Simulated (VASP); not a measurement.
Here is a VASP 6.6.1 calculation.

Contents of INCAR:

```
  PREC = Accurate
  ENCUT = 520
  EDIFF = 1E-6
  ISMEAR = 1
  SIGMA = 0.05
  LREAL = F
  LASPH = T
  NELM = 80
  ALGO = Normal
  ISIF = 2
  LWAVE = F
  LCHARG = F
  NBANDS = 16
```

The input KPOINTS:

```
regular mesh
0
Gamma
  13 13 10
```

POSCAR

```
TiB2
1.0
    2.9934683978      0.0000000000      0.0000000000
   -1.4967341989      2.5924196779      0.0000000000
    0.0000000000      0.0000000000      3.1606904070
Ti B
1 2
Direct
    0.0000000000      0.0000000000      0.0000000000
    0.3333333333      0.6666666667      0.5000000000
    0.6666666667      0.3333333333      0.5000000000
```

Potentials or basis: VASP PAW LDA potentials, release 64 (Ti_sv, B).

Launch:

```sh
$ cat potpaw_LDA.64/Ti_sv/POTCAR potpaw_LDA.64/B/POTCAR > POTCAR
$ mpirun -np 1 vasp_std > vasp.out
```

(1) Estimate the band gap on the k mesh.

(2) What does it give for the pressure?

## Answers

(1) zero (band 9 reaches 10.74 eV, above the bottom of band 10 at 10.18 eV).

(2) 0.6 GPa.
